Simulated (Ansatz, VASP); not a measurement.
## Two plane-wave programs on Ti2W

```xyz
6
Lattice="3.7328 0.0000 0.0000 0.0000 3.7328 0.0000 0.0000 0.0000 7.5152" Properties=species:S:1:pos:R:3 pbc="T T T"
Ti    0.0000    0.0000    0.0000
Ti    1.8664    1.8664    0.0000
Ti    0.0000    1.8664    2.7530
Ti    1.8664    0.0000    4.7622
W     0.0000    1.8664    5.5451
W     1.8664    0.0000    1.9701
```

Alike in both runs: functional PBE; k mesh 6 × 6 × 4; occupations gaussian, width 0.1 eV; no spin polarisation.

Ansatz relaxed the structure, and its values are those at the end. VASP's run is a single point on that final structure, the one shown.

|  | VASP | Ansatz |
| --- | --- | --- |
| version | VASP 6.6.1 | Ansatz 0.2.0 |
| potentials or method | VASP PAW PBE potentials, release 64 (Ti_sv, W_sv), cutoff 520 eV | scalar-relativistic, plane waves, PAW |
| valence electrons in the cell | 76 | 76 |

```tsv
	VASP	Ansatz	Ansatz less VASP
gap on the k mesh at the Fermi level (eV)	none	none	-
pressure (GPa)	-0.2	-0.1	+0.04
rms of the force components (eV/Å)	0.009	0.009	+0.0003
```

A gap of «none» marks a metal or a gap that the smearing closes.

Spin-orbit coupling is off throughout.
